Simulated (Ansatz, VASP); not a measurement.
One calculation of AgAs, two programs

```
CELL_PARAMETERS angstrom
4.99138 0.00000 0.00000
0.00000 2.96079 0.00000
0.00000 0.00000 5.17270
ATOMIC_POSITIONS crystal
Ag 0.25000 0.00000 0.83523
Ag 0.75000 0.00000 0.16477
As 0.75000 0.50000 0.66565
As 0.20993 0.50000 0.33436
```

Alike in both runs: task single point; functional PBE; k mesh 4 × 7 × 4; occupations fermi-dirac, width 0.1 eV; no spin polarisation.

```csv
,VASP,Ansatz
version,VASP 6.6.1,Ansatz 0.2.0
potentials or method,"VASP PAW PBE potentials, release 64 (Ag, As)","plane waves, PAW"
plane-wave cutoff (eV),520,420
valence electrons in the cell,32,68
```

```csv
,VASP,Ansatz,Ansatz less VASP
rms of the force components (eV/Å),0.153,0.151,-0.0019
```

Atom by atom the forces differ by 0.002 eV/Å (rms over components). VASP's potentials hold 32 valence electrons a cell and Ansatz's 68, so a difference there can come from the potentials and not from the codes.
